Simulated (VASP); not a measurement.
Wanted: the native input for a VASP 6.6.1 run.

* Task: single point
* Functional: PBEsol
* Potentials or basis: VASP PAW PBE potentials, release 64 (Al, Ga_d, N)
* Cutoff: 600 eV
* k mesh: 6 × 6 × 4
* Occupations: gaussian, width 0.02 eV
* Spin: no spin polarisation
* Dipole correction: no
* Further INCAR settings: ALGO = Normal; EDIFF = 1e-06; NBANDS = 36

The structure of AlGaN2 (kn) lies in POSCAR:

```
AlGaN2
1.0
    0.0000000000     -2.2207358565     -2.2207358565
    2.2156023880      4.4407443268     -2.2200084703
    4.4290404296     -2.2195313260      2.2195313260
Al Ga N
2 2 4
Direct
    0.7509606627      0.5019213254      0.2520911359
    0.4990326214     -0.0019347572      0.4987877696
    0.2490382416      0.4980764832      0.7471930222
    0.0010003039      0.0020006078      0.0022568430
    0.8108577943      0.6217155886      0.9434094407
    0.5665267337      0.1330534673      0.1968965045
    0.3141681805      0.6283363611      0.4302087295
    0.0584154619      0.1168309239      0.6791565547
```

These files were run (other wordings do the same):

INCAR

```
SYSTEM = AlGaN2
PREC = Accurate
ENCUT = 600
EDIFF = 1E-6
ISMEAR = 0
SIGMA = 0.02
LREAL = .FALSE.
LASPH = .TRUE.
NELM = 120
ALGO = Normal
ISIF = 2
LWAVE = .FALSE.
LCHARG = .FALSE.
GGA = PS
NBANDS = 36
GGA_COMPAT = .FALSE.
```

KPOINTS

```
Automatic mesh
0
G
  6 6 4
  0 0 0
```

Potentials or basis: VASP PAW PBE potentials, release 64 (Al, Ga_d, N).

Run with:

```console
$ cat potpaw_PBE.64/Al/POTCAR potpaw_PBE.64/Ga_d/POTCAR potpaw_PBE.64/N/POTCAR > POTCAR
$ mpirun -np 1 vasp_std > vasp.out
```

It gave:

| Quantity | Value |
| --- | --- |
| Pressure | -0.2 GPa |
| Largest force | 0.015 eV/Å |
| Band gap on the k mesh | 2.79 eV, direct |

Caveat: the PAW data sets were made with another functional, which shifts forces and pressure a little.

Wall time 5.6 min on 1 thread of Intel Xeon 8259CL, on a shared host, peak memory 0.34 GiB.
